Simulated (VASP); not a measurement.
A run of VASP 6.6.1 is set up as follows.

The input INCAR:

```
SYSTEM = Zr
ALGO = Fast ; EDIFF = 1E-6
EDIFFG = -0.005 ; ENCUT = 600
GGA = PS ; IBRION = 2
ISIF = 3 ; ISMEAR = 0
LASPH = .True. ; LCHARG = .False.
LREAL = .False. ; LWAVE = .False.
NELM = 100 ; NSW = 100
PREC = Accurate ; SIGMA = 0.1
```

The input KPOINTS:

```
k-points
0
Gamma
  15 15 8
  0 0 0
```

The input POSCAR:

```
Zr
1.0
    3.2392314131      0.0000000000      0.0000000000
   -1.6196157065      2.8052566925      0.0000000000
    0.0000000000      0.0000000000      5.1722200000
Zr
2
Direct
    0.3333333300      0.6666666700      0.2500000000
    0.6666666700      0.3333333300      0.7500000000
```

Potentials or basis: VASP PAW PBE potentials, release 64 (Zr_sv).

Command:

```bash
$ cat potpaw_PBE.64/Zr_sv/POTCAR > POTCAR
$ mpirun -np 1 vasp_std > vasp.out
```

Problem. Estimate the space group after relaxing (to 0.1 Å).

Solution. P6_3/mmc (No. 194).

Problem. Estimate the band gap on the k mesh.

Solution. Zero (bands 12 and 13 overlap by 1.30 eV).

Problem. What does it give for the relaxed cell?

Solution. a = 3.185 Å, b = 3.185 Å, c = 5.118 Å, α = 90.00°, β = 90.00°, γ = 120.00°.

The path:
| step | energy change (eV) | largest force (eV/Å) | pressure (GPa) | volume (Å³) |
| --- | --- | --- | --- | --- |
| 1 | 0.0000 | 0.0000 | -4.09 | 47.00 |
| 2 | 0.0008 | 0.0000 | 4.70 | 43.04 |
| 3 | -0.0267 | 0.0000 | -0.05 | 44.99 |
| 4 | -0.0267 | 0.0000 | 0.10 | 44.95 |
| 5 | -0.0270 | 0.0000 | 0.06 | 44.93 |
| 6 | -0.0270 | 0.0000 | 0.06 | 44.92 |
| 7 | -0.0270 | 0.0000 | 0.07 | 44.93 |
| 8 | -0.0270 | 0.0000 | -0.10 | 44.99 |
| 9 | -0.0270 | 0.0000 | 0.03 | 44.96 |
| 10 | -0.0270 | 0.0000 | -0.01 | 44.96 |

Caveat: the PAW data sets were made with another functional, which shifts forces and pressure a little.
